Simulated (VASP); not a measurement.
Write the native input for VASP 6.6.1 that does the following.

| Property | Result |
| --- | --- |
| Task | single point |
| Functional | r2SCAN |
| Potentials or basis | VASP PAW PBE potentials, release 64 (Rh_pv) |
| Cutoff | 520 eV |
| k mesh | 10 × 10 × 5 |
| Occupations | fermi-dirac, width 0.2 eV |
| Spin | no spin polarisation |
| Dipole correction | no |
| Further INCAR settings | ALGO = Normal; EDIFF = 1e-06; NBANDS = 22 |

Rh:

```
Rh
1.0
     2.68154    0.00000    0.00000
    -1.34077    2.32228    0.00000
     0.00000    0.00000    4.34832
Rh
2
Cartesian
  1.3408 0.7741 3.2612
  0.0000 1.5482 1.0871
```

One way to write it, as run:

POSCAR

```
Rh
1.0
    2.6815395994      0.0000000000      0.0000000000
   -1.3407697997      2.3222833220      0.0000000000
    0.0000000000      0.0000000000      4.3483186624
Rh
2
Direct
    0.6666666667      0.3333333333      0.7500000000
    0.3333333333      0.6666666667      0.2500000000
```

INCAR.step1

```
SYSTEM = Rh
  PREC = Accurate
  ENCUT = 520
  ISMEAR = -1
  SIGMA = 0.2
  LREAL = .FALSE.
  LASPH = .TRUE.
  NELM = 60
  NBANDS = 22
  GGA = PE
  ALGO = Normal
  EDIFF = 1E-4
  LWAVE = .TRUE.
  LCHARG = .FALSE.
```

INCAR.step2

```
SYSTEM = Rh
  PREC = Accurate
  ENCUT = 520
  EDIFF = 1E-6
  ISMEAR = -1
  SIGMA = 0.2
  LREAL = .FALSE.
  LASPH = .TRUE.
  NELM = 60
  ALGO = Normal
  ISIF = 2
  LWAVE = .FALSE.
  LCHARG = .FALSE.
  METAGGA = R2SCAN
  LMIXTAU = .TRUE.
  NBANDS = 22
  ISTART = 1
```

KPOINTS

```
Automatic mesh
0
G
  10 10 5
  0 0 0
```

Potentials or basis: VASP PAW PBE potentials, release 64 (Rh_pv).

Run with:

```sh
$ cat potpaw_PBE.64/Rh_pv/POTCAR > POTCAR
$ cp INCAR.step1 INCAR
$ mpirun -np 1 vasp_std > vasp.out
$ cp INCAR.step2 INCAR
$ mpirun -np 1 vasp_std > vasp.out
```

Results of the run:

```
Pressure               : 8.0 GPa
Band gap on the k mesh : zero (band 15 reaches 12.79 eV, above the bottom of band 16 at 10.35 eV)
```

Caveat: the PAW data sets were made with another functional, which shifts forces and pressure a little.

It used 110 s of CPU time on 1 thread of AMD EPYC 7R13 Processor (Zen 3) (shared host).
